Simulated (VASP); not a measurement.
A run of VASP 6.6.1:

INCAR

```
SYSTEM = WS2
PREC = Accurate
ENCUT = 520
EDIFF = 1E-6
ISMEAR = 0
SIGMA = 0.05
LREAL = .False.
LASPH = .True.
NELM = 60
ALGO = Normal
ISIF = 2
LWAVE = .False.
LCHARG = .True.
LDIPOL = .True.
IDIPOL = 3
DIPOL = 0.5 0.5 0.500
GGA = PE
IVDW = 12
LELF = .True.
LVHAR = .True.
LVACPOTAV = .True.
NBANDS = 20
```

KPOINTS

```
Automatic mesh
0
Gamma
  39 39 1
  0 0 0
```

Contents of POSCAR:

```
WS2
1.0
    3.1593423848      0.0000000000      0.0000000000
   -1.5796711924      2.7360707645      0.0000000000
    0.0000000000      0.0000000000     23.1521405912
S W
2 1
Direct
    0.6666666667      0.3333333333      0.4319255043
    0.6666666667      0.3333333333      0.5680744957
    0.3333333333      0.6666666667      0.4999999995
```

Potentials or basis: VASP PAW PBE potentials, release 64 (S, W_sv).

Run with:

```bash
$ cat potpaw_PBE.64/S/POTCAR potpaw_PBE.64/W_sv/POTCAR > POTCAR
$ mpirun -np 1 vasp_std > vasp.out
```

Hardware: 1 thread of Intel(R) Xeon(R) Platinum 8259CL CPU @ 2.50GHz (Skylake/Cascade Lake), with other jobs on the host.

How long does it take, and how much memory?

Run time: 10 min on 1 thread of Intel(R) Xeon(R) Platinum 8259CL CPU @ 2.50GHz (Skylake/Cascade Lake), with other jobs on the host, peak memory 0.71 GiB. Counts: scf iterations 22, k points 147.
